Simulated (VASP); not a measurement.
NaH:

```
Na H
1.0
     2.93239    0.00000    0.00000
     0.00000    2.93239    0.00000
     0.00000    0.00000    2.93239
Na H
1 1
Direct
  0.00000 0.00000 0.00000
  0.50000 0.50000 0.50000
```

Base run:

```yaml
Program: VASP 6.6.1
Functional: PBE
Potentials_or_basis: VASP PAW PBE potentials, release 64 (Na_pv, H)
Cutoff: 500 eV
k_mesh: 6 × 6 × 6
Occupations: gaussian, width 0.01 eV
Spin: no spin polarisation
```

Its results: band gap on the k mesh 1.03 eV, indirect (least direct gap 4.50 eV); pressure 0.7 GPa.

**Question.** The run is repeated on the same cell with these changes: k mesh from 6 × 6 × 6 to 6 × 6 × 6, shifted; further incar settings from ALGO = Normal; EDIFF = 1e-06; NBANDS = 11; ISYM = 0 to ALGO = Normal; EDIFF = 1e-06; NBANDS = 11. What comes out?

**Answer.** Band gap on the k mesh 2.31 eV, indirect (least direct gap 5.39 eV); pressure 0.7 GPa.

A k mesh can miss the band edges.
